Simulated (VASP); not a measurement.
Wanted: the native input for a VASP 6.6.1 run.

```
Task                   : single point
Functional             : PBE
Potentials or basis    : VASP PAW PBE potentials, release 64 (Ti_sv, O)
Cutoff                 : 520 eV
k mesh                 : 3 × 4 × 3
Occupations            : fermi-dirac, width 0.05 eV
Spin                   : collinear spin, ferromagnetic start
Starting moments       : [1.0, 1.0, 1.0, 1.0, 0.0, 0.0, 0.0, 0.0, 0.0, 0.0, 0.0, 0.0] μB
Dipole correction      : no
Further INCAR settings : ALGO = Normal; EDIFF = 1e-06; NBANDS = 64
```

The structure of TiO2 lies in POSCAR:

```
TiO2
1.0
   -4.5937300000      0.0000000000     -2.9581200000
    0.0000000000     -4.5937300000      0.0000000000
   -4.5937300000      0.0000000000      2.9581200000
Ti O
4 8
Direct
    0.0000000000      0.0000000000      0.0000000000
    0.5000000000      0.0000000000      0.5000000000
    0.0000000000      0.5000000000      0.5000000000
    0.5000000000      0.5000000000      0.0000000000
    0.8473500000      0.6947000000      0.8473500000
    0.3473500000      0.6947000000      0.3473500000
    0.6526500000      0.1947000000      0.1526500000
    0.1526500000      0.1947000000      0.6526500000
    0.6526500000      0.3053000000      0.6526500000
    0.1526500000      0.3053000000      0.1526500000
    0.8473500000      0.8053000000      0.3473500000
    0.3473500000      0.8053000000      0.8473500000
```

These files were run (other wordings do the same):

INCAR

```
ALGO     = Normal         # electronic algorithm
EDIFF    = 1E-6           # SCF threshold, eV
ENCUT    = 520            # plane-wave cutoff, eV
GGA      = PE             # functional
ISIF     = 2              # what is computed and relaxed
ISMEAR   = -1             # smearing method
ISPIN    = 2              # spin polarisation
LASPH    = T              # aspherical terms in the spheres
LCHARG   = T              # write CHGCAR
LELF     = T              # ELF
LMAXMIX  = 4              # l up to which the mixer works
LORBIT   = 11             # projections on sites
LREAL    = F              # projectors in reciprocal space
LVHAR    = T            
LWAVE    = F              # write WAVECAR
MAGMOM   = 1 1 1 1 0 0 0 0 0 0 0 0 # initial moments
NBANDS   = 64             # bands
NELM     = 150            # most SCF steps
PREC     = Accurate       # precision mode
SIGMA    = 0.05           # smearing width, eV
```

KPOINTS

```
k-points
0
Gamma
  3 4 3
```

Potentials or basis: VASP PAW PBE potentials, release 64 (Ti_sv, O).

Command:

```sh
$ cat potpaw_PBE.64/Ti_sv/POTCAR potpaw_PBE.64/O/POTCAR > POTCAR
$ mpirun -np 1 vasp_std > vasp.out
```

Results of the run:

```json
{"Pressure": "6.0 GPa", "Largest force": "0.164 eV/Å", "Band gap on the k mesh": "1.88 eV", "Net moment": "0.00 μB per cell", "Valence electrons inside the program's atomic spheres": "Ti 10.24; O 5.08"}
```

Caveat: the k points lie up to 0.42 Å⁻¹ apart.

Run time: 4.2 min on 1 thread of Intel(R) Xeon(R) Platinum 8488C (Sapphire Rapids), on a shared host, peak memory 0.35 GiB.
